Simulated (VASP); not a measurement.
# C (P6_3/mmc) in VASP: further runs

C is run at these levels: LDA; tasks: single point, relaxation of the atoms.

All numbers are computed with VASP 6.6.1; they aren't measurements. Logs are shortened: lines on timing, memory, paths and dates and some standing lists are left out, and cuts for length are marked.

### Step 1. The cell of the first run

The structure is hexagonal, space group P6_3/mmc (No. 194). Conventional cell: a = 2.458 Å, b = 2.458 Å, c = 4.095 Å, α = 90.00°, β = 90.00°, γ = 120.00°. Within 2.0 Å of C (site symmetry 3m) lie 4 C at 1.51 to 1.53 Å.

### Step 2. Single point, LDA (strained cell)

INCAR

```
SYSTEM = C
ALGO     = Normal         ! electronic algorithm
EDIFF    = 1E-6           ! SCF threshold, eV
ENCUT    = 600            ! plane-wave cutoff, eV
GGA      = CA             ! functional
GGA_COMPAT= .False.      
ISIF     = 2              ! what is computed and relaxed
ISMEAR   = 0              ! smearing method
LASPH    = .True.         ! aspherical terms in the spheres
LCHARG   = .True.         ! write CHGCAR
LELF     = .True.         ! ELF
LREAL    = .False.        ! projectors in reciprocal space
LVHAR    = .True.       
LWAVE    = .False.        ! write WAVECAR
NBANDS   = 16             ! bands
NELM     = 120            ! most SCF steps
PREC     = Accurate       ! precision mode
SIGMA    = 0.02           ! smearing width, eV
```

KPOINTS

```
k-points
0
Gamma
  9 9 6
  0 0 0
```

POSCAR

```
C
1.0
    2.4582055290      0.0000000000      0.0000000000
   -1.2291027645      2.1288684358      0.0000000000
    0.0000000000      0.0000000000      4.0945232323
C
4
Direct
    0.3333333333      0.6666666667     -0.0000515829
    0.6666666667      0.3333333333      0.4999484171
    0.3333333333      0.6666666667      0.3740515829
    0.6666666667      0.3333333333      0.8740515829
```

Potentials or basis: VASP PAW LDA potentials, release 64 (C).

The run is started by

```sh
> cat potpaw_LDA.64/C/POTCAR > POTCAR
> mpirun -np 1 vasp_std > vasp.out
```

OUTCAR:

```text
SYSTEM = C
   EDIFF = 1E-6
   ENCUT = 600
   GGA = CA
   ISIF = 2
   ISMEAR = 0
   LASPH = .True.
   LREAL = .False.
   NELM = 120
   PREC = Accurate

 ion  position               nearest neighbor table
   1  0.333  0.667  1.000-   4 1.51   4 1.51   4 1.51   3 1.53
   2  0.667  0.333  0.500-   3 1.51   3 1.51   3 1.51   4 1.53
   3  0.333  0.667  0.374-   2 1.51   2 1.51   2 1.51   1 1.53
   4  0.667  0.333  0.874-   1 1.51   1 1.51   1 1.51   2 1.53

  LATTYP: Found a hexagonal cell.
 ALAT       =     2.4582055290
 C/A-ratio  =     1.6656553669

  Lattice vectors:

 A1 = (   2.4582055290,   0.0000000000,   0.0000000000)
 A2 = (  -1.2291027645,   2.1288684358,   0.0000000000)
 A3 = (   0.0000000000,   0.0000000000,   4.0945232323)

Analysis of symmetry for initial positions (statically):
=====================================================================
 Subroutine PRICEL returns:
 Original cell was already a primitive cell.

 Routine SETGRP: Setting up the symmetry group for a
 hexagonal supercell.

 Subroutine GETGRP returns: Found 24 space group operations
 (whereof  6 operations were pure point group operations)
 out of a pool of 24 trial point group operations.

The static configuration has the point symmetry C_3v.
 The point group associated with its full space group is D_6h.

Analysis of symmetry for dynamics (positions and initial velocities):
=====================================================================
 Subroutine PRICEL returns:
 Original cell was already a primitive cell.

 Routine SETGRP: Setting up the symmetry group for a
 hexagonal supercell.

 Subroutine GETGRP returns: Found 24 space group operations
 (whereof  6 operations were pure point group operations)
 out of a pool of 24 trial point group operations.

The dynamic configuration has the point symmetry C_3v.
 The point group associated with its full space group is D_6h.

 Subroutine INISYM returns: Found 24 space group operations
 (whereof  6 operations are pure point group operations),
 and found     1 'primitive' translations

----------------------------------------------------------------------------------------

                                     Primitive cell

  volume of cell :      21.4274

  direct lattice vectors                    reciprocal lattice vectors
     2.458205529  0.000000000  0.000000000     0.406800810  0.234866557  0.000000000
    -1.229102764  2.128868436  0.000000000     0.000000000  0.469733114  0.000000000
     0.000000000  0.000000000  4.094523232     0.000000000  0.000000000  0.244228679

  length of vectors
     2.458205529  2.458205529  4.094523232     0.469733114  0.469733114  0.244228679

  position of ions in fractional coordinates (direct lattice)
     0.333333333  0.666666667  0.999948417
     0.666666667  0.333333333  0.499948417
     0.333333333  0.666666667  0.374051583
     0.666666667  0.333333333  0.874051583

  ion indices of the primitive-cell ions
   primitive index   ion index
                 1           1
                 2           2
                 3           3
                 4           4

----------------------------------------------------------------------------------------

 KPOINTS: k-points

Automatic generation of k-mesh.
 Grid dimensions read from file:
 generate k-points for:    9    9    6

 Generating k-lattice:

  Cartesian coordinates                     Fractional coordinates (reciprocal lattice)
     0.045200090  0.026096284  0.000000000     0.111111111  0.000000000  0.000000000
     0.000000000  0.052192568  0.000000000     0.000000000  0.111111111  0.000000000
     0.000000000  0.000000000  0.040704780     0.000000000  0.000000000  0.166666667

  Length of vectors
     0.052192568  0.052192568  0.040704780

  Shift w.r.t. Gamma in fractional coordinates (k-lattice)
     0.000000000  0.000000000  0.000000000

 Subroutine IBZKPT returns following result:
 ===========================================

 Found     48 irreducible k-points:

 Following reciprocal coordinates:
            Coordinates               Weight
  0.000000  0.000000  0.000000      1.000000
  0.111111  0.000000  0.000000      6.000000
  0.222222 -0.000000  0.000000      6.000000
  0.333333  0.000000  0.000000      6.000000
  0.444444 -0.000000  0.000000      6.000000
  0.111111  0.111111  0.000000      6.000000
[... 16 lines left out ...]
  0.333333  0.222222  0.166667     24.000000
  0.333333  0.333333  0.166667      4.000000
 [... further k-points ...]
   k-points           NKPTS =     48   k-points in BZ     NKDIM =     48   number of bands    NBANDS=     16
   number of dos      NEDOS =    301   number of ions     NIONS =      4
   total plane-waves  NPLWV =  14400
   dimension x,y,z NGX =    20 NGY =   20 NGZ =   36
   dimension x,y,z NGXF=    40 NGYF=   40 NGZF=   72
   ions per type =               4
   NGX,Y,Z   is equivalent  to a cutoff of  13.53, 13.53, 14.62 a.u.
   NGXF,Y,Z  is equivalent  to a cutoff of  27.05, 27.05, 29.23 a.u.
 SYSTEM =  C
   PREC   = accura    normal or accurate (medium, high low for compatibility)
   ISTART =      0    job   : 0-new  1-cont  2-samecut
   ICHARG =      2    charge: 1-file 2-atom 10-const
   ISPIN  =      1    spin polarized calculation?
   LNONCOLLINEAR =      F non collinear calculations
   LSORBIT =      F    spin-orbit coupling
   LASPH  =      T    aspherical Exc in radial PAW
   ENCUT  =  600.0 eV  44.10 Ry    6.64 a.u.   4.91  4.91  8.18*2*pi/ulx,y,z
   NELM   =    120;   NELMIN=  2; NELMDL= -5     # of ELM steps
   EDIFF  = 0.1E-05   stopping-criterion for ELM
   LREAL  =      F    real-space projection
[... 7 lines left out ...]
   TEBEG  =    0.0;   TEEND  =   0.0 temperature during run
   PSTRESS=    0.0 pullay stress
   NELECT =      16.0000    total number of electrons
   NUPDOWN=      -1.0000    fix difference up-down
   EMIN   =  10.00;   EMAX   =-10.00  energy-range for DOS
   EFERMI =   0.00;   METHOD = LEGACY
   ISMEAR =     0;   SIGMA  =   0.02  broadening in eV -4-tet -1-fermi 0-gaus
   EFERMI_NEDOS =   21; number of points for ismear=-14 and -15
   IALGO  =     38    algorithm
   IMIX   =      4    mixing-type and parameters
     AMIX     =   0.40;   BMIX     =  1.00
     AMIX_MAG =   1.60;   BMIX_MAG =  1.00
  volume/ion in A,a.u.               =       5.36        36.15
  Fermi-wavevector in a.u.,A,eV,Ry     =   1.485222  2.806663 30.012879  2.205884
  Thomas-Fermi vector in A             =   2.598661
   LORBIT       =      0    0 simple, 1 ext, 2 COOP (PROOUT), +10 PAW based schemes
   GGA     = CA    functional components
   LHFCALC =     F    Hartree Fock is set to
   AEXX    =    0.0000 exact exchange contribution
   IVDW    =     0    specifies the selected vdW correction
   LEPSILON=     F    determine dielectric tensor
   LRPA    =     F    only Hartree local field effects (RPA)
 non-spin polarized calculation
 Gauss-broadening in eV      SIGMA  =   0.02
  energy-cutoff  :      600.00
  volume of cell :       21.43
 maximum number of plane-waves:       756
 NGX is ok and might be reduce to    20
   NGX =  9   NGY =  9   NGZ = 17

 number of electron      16.0000000 magnetization

 Free energy of the ion-electron system (eV)
  ---------------------------------------------------
  ext. energy  EPLUGINS =         0.00000000
  ---------------------------------------------------
  free energy    TOTEN  =       -40.36562547 eV

  energy without entropy =      -40.36562547  energy(sigma->0) =      -40.36562547

 E-fermi :  11.0151     XC(G=0): -13.7722

 val. band max:       10.9054272272   @ k =   0.0000   0.0000   0.0000
 cond. band min:      13.7882296821   @ k =   0.3333   0.3333   0.0000
 fundamental gap:      2.8828024549
 Fermi energy:        11.0151350347

 k-point     1 :       0.0000    0.0000    0.0000
  band No.  band energies     occupation
      1     -11.5396      2.00000
      2      -5.5832      2.00000
      3      -3.4780      2.00000
      4       7.6536      2.00000
      5       7.6536      2.00000
      6      10.3348      2.00000
[... 8 lines left out ...]
     15      26.7399      0.00000
     16      29.1294      0.00000

 k-point     2 :       0.1111    0.0000    0.0000
  band No.  band energies     occupation
      1     -11.2212      2.00000
      2      -5.3004      2.00000
      3      -3.1729      2.00000
      4       6.1836      2.00000
      5       7.0184      2.00000
      6       9.6572      2.00000
[... 8 lines left out ...]
     15      27.0131      0.00000
     16      27.5483      0.00000

 k-point     3 :       0.2222   -0.0000    0.0000
  band No.  band energies     occupation
      1     -10.2715      2.00000
      2      -4.4570      2.00000
      3      -2.2921      2.00000
      4       3.0819      2.00000
      5       5.7880      2.00000
      6       7.0251      2.00000
[... 8 lines left out ...]
     15      25.6577      0.00000
     16      27.4839      0.00000

 k-point     4 :       0.3333    0.0000    0.0000
  band No.  band energies     occupation
      1      -8.7153      2.00000
      2      -3.0704      2.00000
      3      -1.2404      2.00000
      4       0.0408      2.00000
      5       4.1085      2.00000
      6       4.7312      2.00000
[... 8 lines left out ...]
     15      26.3866      0.00000
     16      27.6743      0.00000
[... 324 lines left out ...]
 k-point    22 :       0.2222    0.2222    0.1667
  band No.  band energies     occupation
      1      -7.6136      2.00000
      2      -3.3853      2.00000
      3      -0.5441      2.00000
      4       1.6386      2.00000
      5       1.8359      2.00000
      6       3.2942      2.00000
[... 8 lines left out ...]
     15      24.9995      0.00000
     16      27.5607      0.00000

 k-point    23 :       0.3333    0.2222    0.1667
  band No.  band energies     occupation
      1      -5.6234      2.00000
      2      -2.8421      2.00000
      3      -1.4344      2.00000
      4       0.6422      2.00000
      5       1.1871      2.00000
      6       2.9981      2.00000
[... 8 lines left out ...]
     15      26.5656      0.00000
     16      28.0452      0.00000

 k-point    24 :       0.3333    0.3333    0.1667
  band No.  band energies     occupation
      1      -3.8474      2.00000
      2      -3.8474      2.00000
      3      -0.7466      2.00000
      4       0.1944      2.00000
      5       0.1944      2.00000
      6       2.9494      2.00000
[... 8 lines left out ...]
     15      27.2322      0.00000
     16      27.2322      0.00000

 [... further k-points ...]
[... 5 lines left out ...]
  --------------------------------------------------------------------------------------
  -------------------------------------------------------------------------------------
  Total        2.1232564      2.1232564      2.1666953      0.0000000      0.0000000      0.0000000
  in kB      158.7605768    158.7605768    162.0086000      0.0000000      0.0000000      0.0000000
  external PRESSURE =     159.8432512 kB  Pullay stress =       0.0000000 kB

 VOLUME and BASIS-vectors are now :
 -----------------------------------------------------------------------------
  energy-cutoff  :      600.00
  volume of cell :       21.43
      direct lattice vectors                 reciprocal lattice vectors
     2.458205529  0.000000000  0.000000000     0.406800810  0.234866557  0.000000000
    -1.229102764  2.128868436  0.000000000     0.000000000  0.469733114  0.000000000
     0.000000000  0.000000000  4.094523232     0.000000000  0.000000000  0.244228679

 POSITION                                       TOTAL-FORCE (eV/Angst)
 -----------------------------------------------------------------------------------
     -0.00000      1.41925      4.09431        -0.000000     -0.000000      0.004315
      1.22910      0.70962      2.04705         0.000000      0.000000      0.004315
     -0.00000      1.41925      1.53156        -0.000000     -0.000000     -0.004315
      1.22910      0.70962      3.57882         0.000000      0.000000     -0.004315
 -----------------------------------------------------------------------------------
    total drift:                               -0.000000      0.000000     -0.000000

  FREE ENERGIE OF THE ION-ELECTRON SYSTEM (eV)
  ---------------------------------------------------
  free  energy   TOTEN  =       -40.3656254741 eV

  energy  without entropy=      -40.3656254741  energy(sigma->0) =      -40.36562547
```

It took 11 s on 1 thread of Intel Xeon Platinum 8375C at 2.90GHz (Ice Lake), shared host; peak memory 0.12 GiB.

Results:

```
Free energy            : -40.3656 eV
Pressure               : 16.0 GPa
Largest force          : 0.004 eV/Å
Band gap on the k mesh : 2.88 eV (least direct gap 5.01 eV)
```

Forces on the atoms (eV/Å):
```
C    0.000  0.000  0.004
C    0.000  0.000  0.004
C    0.000  0.000 -0.004
C    0.000  0.000 -0.004
```

Levels at points of the mesh, in eV from the valence-band top:
```
           k point  band 5  band 6  band 7  band 8  band 9  band 10  band 11  band 12
(0.00, 0.00, 0.00)   -3.25   -0.57    0.00    0.00    5.01     5.01     5.43     9.02
(0.00, 0.00, 0.50)   -1.96   -1.96   -1.96   -1.96    7.40     7.40     7.40     7.40
```

Caveat: the cell differs from its parent crystal (strained cell); the cell stands under pressure. A k mesh can miss the band edges.

[end of part 1 of 2]
